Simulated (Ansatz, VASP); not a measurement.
**Mg2H: VASP beside Ansatz**

```
CELL_PARAMETERS angstrom
0.00000 2.76598 2.76598
2.76598 0.00000 2.76598
2.76598 2.76598 0.00000
ATOMIC_POSITIONS crystal
Mg 0.25000 0.25000 0.25000
Mg 0.75000 0.75000 0.75000
H 0.00000 0.00000 0.00000
```

Alike in both runs: task relaxation of cell and atoms; functional PBE; k mesh 6 × 6 × 6; occupations gaussian, width 0.1 eV; no spin polarisation.

|  | VASP | Ansatz |
| --- | --- | --- |
| version | VASP 6.6.1 | Ansatz 0.2.0 |
| potentials or method | VASP PAW PBE potentials, release 64 (Mg, H), cutoff 600 eV | scalar-relativistic, plane waves, PAW |
| valence electrons in the cell | 5 | 21 |

|  | VASP | Ansatz | Ansatz less VASP |
| --- | --- | --- | --- |
| gap on the k mesh at the Fermi level, each at its own relaxed structure (eV) | none | none | - |
| relaxed volume (Å³/atom) | 17.02 | 17.03 | +0.011 |
| relaxed cell length with the largest relative difference (Å) | 4.164 | 4.165 | +0.0009 |

A gap of «none» marks a metal or a gap that the smearing closes. VASP's potentials hold 5 valence electrons a cell and Ansatz's 21, so a difference there can come from the potentials and not from the codes.

Noted on VASP's run: the volume moved by over 15 % at a fixed basis, so the end points are rough.
